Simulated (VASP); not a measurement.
Write the native input for VASP 6.6.1 that does the following.

| Quantity | Value |
| --- | --- |
| Task | single point |
| Functional | PBE |
| Potentials or basis | VASP PAW PBE potentials, release 64 (Si, C) |
| Cutoff | 520 eV |
| k mesh | 9 × 5 × 3 |
| Occupations | gaussian, width 0.05 eV |
| Spin | no spin polarisation |
| Dipole correction | no |
| Further INCAR settings | LREAL = Auto; ALGO = Normal; EDIFF = 1e-06; NBANDS = 46 |

The structure of SiC lies in POSCAR:

```
SiC
1.0
    1.5458832036     -2.6775482513      0.0000000000
    0.0000000000      0.0000000000     -5.0740211774
   10.1413246258      5.8550965025      0.0000000000
Si C
8 8
Direct
    0.5000000000      0.9954364687      0.7621702591
    0.0000000000      0.9954364687      0.0762170259
    0.5000000000      0.9954364687      0.3048681036
    0.0000000000      0.9954364687      0.5335191814
    0.0000000000      0.4954364687      0.8383872851
    0.5000000000      0.4954364687      0.1524340519
    0.0000000000      0.4954364687      0.3810851296
    0.5000000000      0.4954364687      0.6097362074
    0.5000000000      0.6195635313      0.7621702591
    0.0000000000      0.6195635313      0.0762170259
    0.5000000000      0.6195635313      0.3048681036
    0.0000000000      0.6195635313      0.5335191814
    0.0000000000      0.1195635313      0.8383872851
    0.5000000000      0.1195635313      0.1524340519
    0.0000000000      0.1195635313      0.3810851296
    0.5000000000      0.1195635313      0.6097362074
```

This cell differs from its parent crystal: the distance across one plane changed.

These files were run (other wordings do the same):

INCAR

```
PREC = Accurate ; ENCUT = 520
EDIFF = 1E-6 ; ISMEAR = 0
SIGMA = 0.05 ; LREAL = Auto
LASPH = True ; NELM = 80
ALGO = Normal ; ISIF = 2
LWAVE = False ; LCHARG = True
GGA = PE ; LELF = True
LVHAR = True ; NBANDS = 46
```

KPOINTS

```
regular mesh
0
Gamma
  9 5 3
```

Potentials or basis: VASP PAW PBE potentials, release 64 (Si, C).

Launch:

```bash
$ cat potpaw_PBE.64/Si/POTCAR potpaw_PBE.64/C/POTCAR > POTCAR
$ mpirun -np 1 vasp_std > vasp.out
```

It gave:

```
Pressure               : -4.8 GPa
Largest force          : 1.791 eV/Å
Band gap on the k mesh : 0.63 eV (least direct gap 0.88 eV)
```

Caveat: the cell differs from its parent crystal (the distance across one plane changed); the stress differs along the axes, from -9 to -2 GPa; semilocal functionals underestimate gaps, and a narrow one can read as zero; forces of over 1 eV/Å act on the atoms, so gaps and moduli don't describe the material at rest.

It took 4 min on 1 thread of AMD EPYC 9R45 96-Core Processor (Zen 5) (shared host), peak memory 0.32 GiB.
